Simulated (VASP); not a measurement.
# Cu (I4/mmm) in VASP: notebook

Runs on Cu. Level: PBE. Tasks: single point.

Everything below comes from runs of VASP 6.6.1. Logs are shortened: lines on timing, memory, paths and dates and some standing lists are left out, and cuts for length are marked.

### 1 The cell of the first run

The structure is tetragonal, space group I4/mmm (No. 139). The conventional cell has a = 2.951 Å, b = 2.951 Å, c = 2.842 Å, α = 90.00°, β = 90.00°, γ = 90.00°. Cu (site symmetry 4/mmm) has 14 Cu at 2.52 to 2.95 Å within 3.3 Å.

### 2 Single point, PBE (strain along c alone, the other axes held: +3.0 %)

INCAR reads:

```
SYSTEM = Cu
ALGO = Normal
EDIFF = 1E-6
ENCUT = 700
GGA = PE
GGA_COMPAT = .False.
ISIF = 2
ISMEAR = 0
LASPH = .True.
LCHARG = .False.
LREAL = .False.
LWAVE = .False.
NBANDS = 26
NELM = 120
PREC = Accurate
SIGMA = 0.1
```

KPOINTS reads:

```
k-points
0
Gamma
  14 14 16
  0 0 0
```

POSCAR reads:

```
Cu
1.0
    2.9510618436      0.0000000000      0.0000000000
    0.0000000000      2.9510618436      0.0000000000
    0.0000000000      0.0000000000      2.8418841200
Cu
2
Direct
    0.0000000000      0.0000000000      0.0000000000
    0.5000000000      0.5000000000      0.5000000000
```

Potentials or basis: VASP PAW PBE potentials, release 64 (Cu_sv_GW).

On the command line:

```sh
$ cat potpaw_PBE.64/Cu_sv_GW/POTCAR > POTCAR
$ mpirun -np 1 vasp_std > vasp.out
```

OUTCAR:

```text
SYSTEM = Cu
   EDIFF = 1E-6
   ENCUT = 700
   GGA = PE
   ISIF = 2
   ISMEAR = 0
   LASPH = .True.
   LREAL = .False.
   NELM = 120
   PREC = Accurate

 ion  position               nearest neighbor table
   1  0.000  0.000  0.000-   2 2.52   2 2.52   2 2.52   2 2.52   2 2.52   2 2.52   2 2.52   2 2.52

   2  0.500  0.500  0.500-   1 2.52   1 2.52   1 2.52   1 2.52   1 2.52   1 2.52   1 2.52   1 2.52

  LATTYP: Found a simple tetragonal cell.
 ALAT       =     2.9510618436
 C/A-ratio  =     0.9630039188

  Lattice vectors:

 A1 = (   2.9510618436,   0.0000000000,   0.0000000000)
 A2 = (   0.0000000000,   2.9510618436,   0.0000000000)
 A3 = (   0.0000000000,   0.0000000000,   2.8418841200)

Analysis of symmetry for initial positions (statically):
=====================================================================
 Subroutine PRICEL returns following result:

  LATTYP: Found a body centered tetragonal cell.
 ALAT       =     2.9510618436
 C/A-ratio  =     0.9630039188

  Lattice vectors:

 A1 = (  -1.4755309218,  -1.4755309218,  -1.4209420600)
 A2 = (   1.4755309218,   1.4755309218,  -1.4209420600)
 A3 = (   1.4755309218,  -1.4755309218,   1.4209420600)

   2 primitive cells build up your supercell.

 Routine SETGRP: Setting up the symmetry group for a
 simple tetragonal supercell.

 Subroutine GETGRP returns: Found 16 space group operations
 (whereof 16 operations were pure point group operations)
 out of a pool of 16 trial point group operations.

The static configuration has the point symmetry D_4h.

Analysis of symmetry for dynamics (positions and initial velocities):
=====================================================================
 Subroutine PRICEL returns following result:

  LATTYP: Found a body centered tetragonal cell.
 ALAT       =     2.9510618436
 C/A-ratio  =     0.9630039188

  Lattice vectors:

 A1 = (  -1.4755309218,  -1.4755309218,  -1.4209420600)
 A2 = (   1.4755309218,   1.4755309218,  -1.4209420600)
 A3 = (   1.4755309218,  -1.4755309218,   1.4209420600)

   2 primitive cells build up your supercell.

 Routine SETGRP: Setting up the symmetry group for a
 simple tetragonal supercell.

 Subroutine GETGRP returns: Found 16 space group operations
 (whereof 16 operations were pure point group operations)
 out of a pool of 16 trial point group operations.

The dynamic configuration has the point symmetry D_4h.

 Subroutine INISYM returns: Found 16 space group operations
 (whereof 16 operations are pure point group operations),
 and found     2 'primitive' translations

----------------------------------------------------------------------------------------

                                     Primitive cell

  volume of cell :      12.3747

  direct lattice vectors                    reciprocal lattice vectors
    -1.475530922 -1.475530922 -1.420942060    -0.000000000 -0.338861079 -0.351879231
     1.475530922  1.475530922 -1.420942060     0.338861079  0.000000000 -0.351879231
     1.475530922 -1.475530922  1.420942060     0.338861079 -0.338861079  0.000000000

  length of vectors
     2.524571120  2.524571120  2.524571120     0.488513894  0.488513894  0.479221933

  position of ions in fractional coordinates (direct lattice)
     0.000000000  0.000000000  0.000000000

  ion indices of the primitive-cell ions
   primitive index   ion index
                 1           1

----------------------------------------------------------------------------------------

 KPOINTS: k-points

Automatic generation of k-mesh.
 Grid dimensions read from file:
 generate k-points for:   14   14   16

 Generating k-lattice:

  Cartesian coordinates                     Fractional coordinates (reciprocal lattice)
     0.024204363  0.000000000  0.000000000     0.071428571  0.000000000  0.000000000
     0.000000000  0.024204363  0.000000000     0.000000000  0.071428571  0.000000000
     0.000000000  0.000000000  0.021992452     0.000000000  0.000000000  0.062500000

  Length of vectors
     0.024204363  0.024204363  0.021992452

  Shift w.r.t. Gamma in fractional coordinates (k-lattice)
     0.000000000  0.000000000  0.000000000

 Subroutine IBZKPT returns following result:
 ===========================================

 Found    324 irreducible k-points:

 Following reciprocal coordinates:
            Coordinates               Weight
  0.000000  0.000000  0.000000      1.000000
  0.071429  0.000000  0.000000      4.000000
  0.142857  0.000000  0.000000      4.000000
  0.214286  0.000000  0.000000      4.000000
  0.285714  0.000000  0.000000      4.000000
  0.357143  0.000000  0.000000      4.000000
[... 16 lines left out ...]
  0.285714  0.214286  0.000000      8.000000
  0.357143  0.214286  0.000000      8.000000
 [... further k-points ...]
   k-points           NKPTS =    324   k-points in BZ     NKDIM =    324   number of bands    NBANDS=     26
   number of dos      NEDOS =    301   number of ions     NIONS =      2
   total plane-waves  NPLWV =  21952
   dimension x,y,z NGX =    28 NGY =   28 NGZ =   28
   dimension x,y,z NGXF=    56 NGYF=   56 NGZF=   56
   ions per type =               2
   NGX,Y,Z   is equivalent  to a cutoff of  15.77, 15.77, 16.38 a.u.
   NGXF,Y,Z  is equivalent  to a cutoff of  31.55, 31.55, 32.76 a.u.
 SYSTEM =  Cu
   PREC   = accura    normal or accurate (medium, high low for compatibility)
   ISTART =      0    job   : 0-new  1-cont  2-samecut
   ICHARG =      2    charge: 1-file 2-atom 10-const
   ISPIN  =      1    spin polarized calculation?
   LNONCOLLINEAR =      F non collinear calculations
   LSORBIT =      F    spin-orbit coupling
   LASPH  =      T    aspherical Exc in radial PAW
   ENCUT  =  700.0 eV  51.45 Ry    7.17 a.u.   6.37  6.37  6.13*2*pi/ulx,y,z
   NELM   =    120;   NELMIN=  2; NELMDL= -5     # of ELM steps
   EDIFF  = 0.1E-05   stopping-criterion for ELM
   LREAL  =      F    real-space projection
   EDIFFG = 0.1E-04   stopping-criterion for IOM
   NSW    =      0    number of steps for IOM
   IBRION =     -1    ionic relax: 0-MD 1-quasi-New 2-CG
   NFREE  =      0    steps in history (QN), initial steepest desc. (CG)
   ISIF   =      2    stress and relaxation
   ISYM   =      2    0-nonsym 1-usesym 2-fastsym
   POTIM  = 0.5000    time-step for ionic-motion
   TEBEG  =    0.0;   TEEND  =   0.0 temperature during run
   PSTRESS=    0.0 pullay stress
   NELECT =      38.0000    total number of electrons
   NUPDOWN=      -1.0000    fix difference up-down
   EMIN   =  10.00;   EMAX   =-10.00  energy-range for DOS
   EFERMI =   0.00;   METHOD = LEGACY
   ISMEAR =     0;   SIGMA  =   0.10  broadening in eV -4-tet -1-fermi 0-gaus
   EFERMI_NEDOS =   21; number of points for ismear=-14 and -15
   IALGO  =     38    algorithm
   IMIX   =      4    mixing-type and parameters
     AMIX     =   0.40;   BMIX     =  1.00
     AMIX_MAG =   1.60;   BMIX_MAG =  1.00
  volume/ion in A,a.u.               =      12.37        83.51
  Fermi-wavevector in a.u.,A,eV,Ry     =   1.888636  3.569005 48.531269  3.566948
  Thomas-Fermi vector in A             =   2.930408
   LORBIT       =      0    0 simple, 1 ext, 2 COOP (PROOUT), +10 PAW based schemes
   GGA     = PE    functional components
   LHFCALC =     F    Hartree Fock is set to
   AEXX    =    0.0000 exact exchange contribution
   IVDW    =     0    specifies the selected vdW correction
   LEPSILON=     F    determine dielectric tensor
   LRPA    =     F    only Hartree local field effects (RPA)
 non-spin polarized calculation
 Gauss-broadening in eV      SIGMA  =   0.10
  energy-cutoff  :      700.00
  volume of cell :       24.75
 maximum number of plane-waves:      1056
 NGX is ok and might be reduce to    28
   NGX = 13   NGY = 13   NGZ = 13

 number of electron      37.9999987 magnetization

 Free energy of the ion-electron system (eV)
  ---------------------------------------------------
  ext. energy  EPLUGINS =         0.00000000
  ---------------------------------------------------
  free energy    TOTEN  =        -7.50802604 eV

  energy without entropy =       -7.50532206  energy(sigma->0) =       -7.50667405

 E-fermi :   7.0423     XC(G=0): -13.0656

 val. band max:        7.0337551104   @ k =   0.4286   0.1429   0.4375
 cond. band min:       7.0858192722   @ k =   0.1429   0.1429   0.4375
 fundamental gap:      0.0520641617
 Fermi energy:         7.0422608036

 k-point     1 :       0.0000    0.0000    0.0000
  band No.  band energies     occupation
      1    -105.4344      2.00000
      2    -105.4099      2.00000
      3     -62.8373      2.00000
      4     -62.8373      2.00000
      5     -62.8333      2.00000
      6     -62.7686      2.00000
[... 18 lines left out ...]
     25      22.3137      0.00000
     26      31.2631      0.00000

 k-point     2 :       0.0714    0.0000    0.0000
  band No.  band energies     occupation
      1    -105.4339      2.00000
      2    -105.4107      2.00000
      3     -62.8383      2.00000
      4     -62.8367      2.00000
      5     -62.8325      2.00000
      6     -62.7694      2.00000
[... 18 lines left out ...]
     25      22.5543      0.00000
     26      30.5181      0.00000

 k-point     3 :       0.1429    0.0000    0.0000
  band No.  band energies     occupation
      1    -105.4325      2.00000
      2    -105.4117      2.00000
      3     -62.8371      2.00000
      4     -62.8346      2.00000
      5     -62.8300      2.00000
      6     -62.7725      2.00000
[... 18 lines left out ...]
     25      23.9024      0.00000
     26      28.9182      0.00000

 k-point     4 :       0.2143    0.0000    0.0000
  band No.  band energies     occupation
      1    -105.4313      2.00000
      2    -105.4132      2.00000
      3     -62.8351      2.00000
      4     -62.8304      2.00000
      5     -62.8263      2.00000
      6     -62.7783      2.00000
[... 18 lines left out ...]
     25      26.3692      0.00000
     26      27.2701      0.00000
[... 496 lines left out ...]
      1    -105.4288      2.00000
      2    -105.4154      2.00000
      3     -62.8466      2.00000
      4     -62.8209      2.00000
      5     -62.8109      2.00000
      6     -62.8025      2.00000
[... 18 lines left out ...]
     25      25.8575      0.00000
     26      27.6346      0.00000

 k-point    23 :       0.2857    0.2143    0.0000
  band No.  band energies     occupation
      1    -105.4272      2.00000
      2    -105.4166      2.00000
      3     -62.8478      2.00000
      4     -62.8167      2.00000
      5     -62.8129      2.00000
      6     -62.8025      2.00000
[... 18 lines left out ...]
     25      26.9395      0.00000
     26      27.2598      0.00000

 k-point    24 :       0.3571    0.2143    0.0000
  band No.  band energies     occupation
      1    -105.4254      2.00000
      2    -105.4184      2.00000
      3     -62.8470      2.00000
      4     -62.8224      2.00000
      5     -62.8116      2.00000
      6     -62.7951      2.00000
[... 18 lines left out ...]
     25      25.6854      0.00000
     26      26.1088      0.00000

 [... further k-points ...]

------------------------ aborting loop because EDIFF is reached ----------------------------------------

  FORCE on cell =-STRESS in cart. coord.  units (eV):
  Direction    XX          YY          ZZ          XY          YZ          ZX
  --------------------------------------------------------------------------------------
  -------------------------------------------------------------------------------------
  Total       -1.2786041     -1.2786041     -1.2696709      0.0000000      0.0000000      0.0000000
  in kB      -82.7720475    -82.7720475    -82.1937451      0.0000000      0.0000000      0.0000000
  external PRESSURE =     -82.5792801 kB  Pullay stress =       0.0000000 kB

 VOLUME and BASIS-vectors are now :
 -----------------------------------------------------------------------------
  energy-cutoff  :      700.00
  volume of cell :       24.75
      direct lattice vectors                 reciprocal lattice vectors
     2.951061844  0.000000000  0.000000000     0.338861079  0.000000000  0.000000000
     0.000000000  2.951061844  0.000000000     0.000000000  0.338861079  0.000000000
     0.000000000  0.000000000  2.841884120     0.000000000  0.000000000  0.351879231

 POSITION                                       TOTAL-FORCE (eV/Angst)
 -----------------------------------------------------------------------------------
      0.00000      0.00000      0.00000         0.000000      0.000000     -0.000000
      1.47553      1.47553      1.42094        -0.000000     -0.000000      0.000000
 -----------------------------------------------------------------------------------
    total drift:                                0.000000      0.000000      0.000000

  FREE ENERGIE OF THE ION-ELECTRON SYSTEM (eV)
  ---------------------------------------------------
  free  energy   TOTEN  =        -7.5080260431 eV

  energy  without entropy=       -7.5053220609  energy(sigma->0) =       -7.50667405
```

Run time: 3.9 min. Hardware: 1 thread of Intel Xeon Platinum 8375C at 2.90GHz (Ice Lake), shared host; peak memory 0.41 GiB.

Results:

| Quantity | Value |
| --- | --- |
| Free energy | -7.5080 eV |
| Pressure | -8.3 GPa |
| Band gap on the k mesh | zero (band 19 reaches 13.16 eV, above the bottom of band 20 at 5.68 eV) |

Levels at points of the mesh, in eV from the Fermi level:
```csv
k point,band 17,band 18,band 19,band 20,band 21,band 22
"(0.00, 0.00, 0.00)",-1.48,-1.48,-1.44,7.48,7.48,8.86
"(0.50, 0.00, 0.00)",-2.19,-2.19,-1.36,-1.36,13.53,13.53
"(0.50, 0.50, 0.00)",-1.32,-1.32,-0.71,-0.71,3.82,3.82
"(0.00, 0.00, 0.50)",-2.23,-2.23,-1.09,-1.09,13.92,13.92
"(0.50, 0.00, 0.50)",-1.30,-1.30,-0.44,-0.44,4.21,4.21
"(0.50, 0.50, 0.50)",-1.84,-1.84,6.12,6.12,6.38,6.38
```

Caveat: the cell differs from its parent crystal (strain along c alone, the other axes held: +3.0 %).

### 3 Single point, PBE (equal strain along all axes, cell held: -1.0 %)

INCAR reads:

```
PREC = Accurate ; ENCUT = 520
EDIFF = 1E-6 ; ISMEAR = 0
SIGMA = 0.1 ; LREAL = False
LASPH = True ; NELM = 100
ALGO = Fast ; ISIF = 2
LWAVE = False ; LCHARG = False
GGA = PE ; NBANDS = 18
```

KPOINTS reads:

```
Automatic mesh
0
Gamma
  14 14 16
```

POSCAR reads:

```
Cu
1.0
    2.9215512251      0.0000000000      0.0000000000
    0.0000000000      2.9215512251      0.0000000000
    0.0000000000      0.0000000000      2.7315196881
Cu
2
Direct
    0.0000000000      0.0000000000      0.0000000000
    0.5000000000      0.5000000000      0.5000000000
```

Potentials or basis: VASP PAW PBE potentials, release 64 (Cu).

On the command line:

```sh
$ cat potpaw_PBE.64/Cu/POTCAR > POTCAR
$ mpirun -np 1 vasp_std > vasp.out
```

Run time: 60 s. Hardware: 1 thread of Intel Xeon Platinum 8488C (Sapphire Rapids), shared host; peak memory 0.22 GiB.

Results (log left out):

- Free energy: -7.3754 eV
- Pressure: 5.9 GPa
- Band gap on the k mesh: zero (band 11 reaches 14.00 eV, above the bottom of band 12 at 6.27 eV)

Stress tensor (GPa, compression positive):
```
5.74 0.00 0.00
0.00 5.74 0.00
0.00 0.00 6.09
```

Levels at points of the mesh, in eV from the Fermi level:
| k point | band 8 | band 9 | band 10 | band 11 | band 12 | band 13 | band 14 | band 15 |
| --- | --- | --- | --- | --- | --- | --- | --- | --- |
| (0.00, 0.00, 0.00) | -2.01 | -1.58 | -1.58 | -1.51 | 7.41 | 7.41 | 10.02 | 13.02 |
| (0.50, 0.00, 0.00) | -2.70 | -2.33 | -2.33 | -1.50 | -1.50 | 13.68 | 13.68 | 15.83 |
| (0.50, 0.50, 0.00) | -2.10 | -1.42 | -1.42 | -0.97 | -0.97 | 3.93 | 3.93 | 18.82 |
| (0.00, 0.00, 0.50) | -2.96 | -2.41 | -2.41 | -0.97 | -0.97 | 14.41 | 14.41 | 14.41 |
| (0.50, 0.00, 0.50) | -1.90 | -1.39 | -1.39 | -0.45 | -0.45 | 4.67 | 4.67 | 17.04 |
| (0.50, 0.50, 0.50) | -2.06 | -1.94 | -1.94 | 6.23 | 6.23 | 6.70 | 6.70 | 6.70 |

Caveat: the cell differs from its parent crystal (equal strain along all axes, cell held: -1.0 %).

### 4 Single point, PBE (equal strain along all axes, cell held: +1.0 %)

INCAR reads:

```
PREC = Accurate
ENCUT = 520
EDIFF = 1E-6
ISMEAR = 0
SIGMA = 0.1
LREAL = False
LASPH = True
NELM = 80
ALGO = Fast
ISIF = 2
LWAVE = False
LCHARG = False
GGA = PE
NBANDS = 18
```

KPOINTS is that of step 3.

POSCAR reads:

```
Cu
1.0
    2.9805724620      0.0000000000      0.0000000000
    0.0000000000      2.9805724620      0.0000000000
    0.0000000000      0.0000000000      2.7867019041
Cu
2
Direct
    0.0000000000      0.0000000000      0.0000000000
    0.5000000000      0.5000000000      0.5000000000
```

On the command line:

```sh
$ cat potpaw_PBE.64/Cu/POTCAR > POTCAR
$ mpirun -np 1 vasp_std > vasp.out
```

Wall time 73 s (1 thread of Intel Xeon Platinum 8488C (Sapphire Rapids), shared host); peak memory 0.22 GiB.

It converged, with:

| Item | Value |
| --- | --- |
| Free energy | -7.3815 eV |
| Pressure | -2.8 GPa |
| Band gap on the k mesh | zero (band 11 reaches 13.05 eV, above the bottom of band 12 at 5.58 eV) |

Stress tensor (GPa, compression positive):
```
-2.90  0.00  0.00
 0.00 -2.90  0.00
 0.00  0.00 -2.66
```

Levels at points of the mesh, in eV from the Fermi level:
```tsv
k point	band 8	band 9	band 10	band 11	band 12	band 13	band 14	band 15
(0.00, 0.00, 0.00)	-1.92	-1.54	-1.54	-1.47	7.18	7.18	9.68	12.60
(0.50, 0.00, 0.00)	-2.55	-2.21	-2.21	-1.46	-1.46	13.13	13.13	15.30
(0.50, 0.50, 0.00)	-2.01	-1.39	-1.39	-0.80	-0.80	3.62	3.62	18.28
(0.00, 0.00, 0.50)	-2.79	-2.29	-2.29	-0.96	-0.96	13.83	13.83	13.83
(0.50, 0.00, 0.50)	-1.82	-1.36	-1.36	-0.31	-0.31	4.34	4.34	16.38
(0.50, 0.50, 0.50)	-1.97	-1.86	-1.86	6.01	6.01	6.46	6.46	6.46
```

Caveat: the cell differs from its parent crystal (equal strain along all axes, cell held: +1.0 %).

### 5 Summary

```tsv
potentials or basis	cell	cutoff (eV)	second run	gap on the mesh (eV)	pressure (GPa)
VASP PAW PBE potentials, release 64 (Cu_sv_GW)	a = 2.951, b = 2.951, c = 2.842 Å, 2 atoms	700	valence_matched	none	-8.3
VASP PAW PBE potentials, release 64 (Cu)	a = 2.922, b = 2.922, c = 2.732 Å, 2 atoms	520	-	none	5.9
VASP PAW PBE potentials, release 64 (Cu)	a = 2.981, b = 2.981, c = 2.787 Å, 2 atoms	520	-	none	-2.8
```

Alike in all rows: task single point; level PBE; no spin polarisation; k mesh 14 × 14 × 16; smearing gaussian 0.1 eV.

Total energies depend on the potentials used, so only differences within one code and one set of settings carry meaning.
